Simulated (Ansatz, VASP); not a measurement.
# TaAs: VASP beside Ansatz

```
Ta As
1.0
    -1.71433    1.71433    5.79144
     1.71433   -1.71433    5.79144
     1.71433    1.71433   -5.79144
Ta As
2 2
Direct
  0.50030 0.00030 0.50000
  0.75030 0.75030 0.00000
  0.08230 0.58230 0.50000
  0.33230 0.33230 0.00000
```

Alike in both runs: functional PBEsol; k mesh 18 × 18 × 18; occupations gaussian, width 0.1 eV; no spin polarisation.

Ansatz relaxed the structure, and its values are those at the end. VASP's run is a single point on that final structure, the one shown.

|  | VASP | Ansatz |
| --- | --- | --- |
| version | VASP 6.6.1 | Ansatz 0.2.0 |
| potentials or method | VASP PAW PBE potentials, release 64 (Ta_pv, As), cutoff 520 eV | scalar-relativistic, plane waves, PAW |
| valence electrons in the cell | 32 | 56 |

```tsv
	VASP	Ansatz	Ansatz less VASP
gap on the k mesh at the Fermi level (eV)	none	none	-
pressure (GPa)	0.7	0.0	-0.67
```

VASP's potentials were made for PBE, not for PBEsol. A gap of «none» marks a metal or a gap that the smearing closes. The functional is the same, so the differences come from potentials, cutoffs and numerics. VASP's potentials hold 32 valence electrons a cell and Ansatz's 56, so a difference there can come from the potentials and not from the codes.

Spin-orbit coupling is off throughout.
